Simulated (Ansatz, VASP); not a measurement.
This is a calculation of CuO for Ansatz 0.2.0.

input.yaml

```yaml
crystal:
  lattice:
    - [2.2940437287, -1.6763657078, 0.0]
    - [2.2940437287, 1.6763657078, 0.0]
    - [-0.8326750593, 0.0, 4.9546185987]
  atoms:
    - { symbol: Cu, position: [0.5, 0.0, 0.5] }
    - { symbol: Cu, position: [0.0, 0.5, 0.0] }
    - { symbol: O, position: [0.4184, 0.5816, 0.75] }
    - { symbol: O, position: [0.5816, 0.4184, 0.25] }
hamiltonian:
  xc: blyp
  pseudopotentials: { kind: paw }
kpoints:
  mp_grid: { grid: [10, 10, 5] }
scf:
  occupations: { method: fermi_dirac, width: 0.05 }
output:
  forces: true
  stress: true
  eigenvalues: true
```

Potentials or basis: Ansatz PAW.

Command:

```console
$ ansatz run input.yaml --threads 2 --pin off --max-ram 5120MiB --backend cpu --events-out ev --progress --plain --runs-dir out
```

Task: Translate it to VASP 6.6.1. Potentials there: VASP PAW PBE potentials, release 64 (Cu, O).

Result: As run (the cutoff follows the program's own potentials):

INCAR

```
PREC = Accurate ; ENCUT = 520
EDIFF = 1E-7 ; ISMEAR = -1
SIGMA = 0.05 ; LREAL = F
LASPH = T ; NELM = 100
ALGO = Normal ; ISIF = 2
LWAVE = F ; LCHARG = F
GGA = B5 ; ALDAX = 1.0
AGGAX = 1.0 ; AGGAC = 1.0
ALDAC = 0.0 ; NBANDS = 25
```

Contents of KPOINTS:

```
regular mesh
0
Gamma
  10 10 5
```

Contents of POSCAR:

```
CuO
1.0
    2.2940437287     -1.6763657078      0.0000000000
    2.2940437287      1.6763657078      0.0000000000
   -0.8326750593      0.0000000000      4.9546185987
Cu O
2 2
Direct
    0.5000000000      0.0000000000      0.5000000000
    0.0000000000      0.5000000000      0.0000000000
    0.4184000000      0.5816000000      0.7500000000
    0.5816000000      0.4184000000      0.2500000000
```

Potentials or basis: VASP PAW PBE potentials, release 64 (Cu, O).

Launch:

```bash
$ cat potpaw_PBE.64/Cu/POTCAR potpaw_PBE.64/O/POTCAR > POTCAR
$ mpirun -np 1 vasp_std > vasp.out
```

Both were run:

|  | VASP | Ansatz | Ansatz less VASP |
| --- | --- | --- | --- |
| gap on the k mesh at the Fermi level (eV) | none | none | - |
| pressure (GPa) | 27.9 | 26.7 | -1.19 |
| traceless stress, the component that is largest in VASP (GPa) | -3.18 | -3.07 | +0.114 |
| rms of the force components (eV/Å) | 0.021 | 0.005 | -0.0165 |

VASP's potentials were made for PBE, not for BLYP. Atom by atom the forces differ by 0.026 eV/Å (rms over components). A gap of «none» marks a metal or a gap that the smearing closes. VASP's potentials hold 34 valence electrons a cell and Ansatz's 50, so a difference there can come from the potentials and not from the codes.
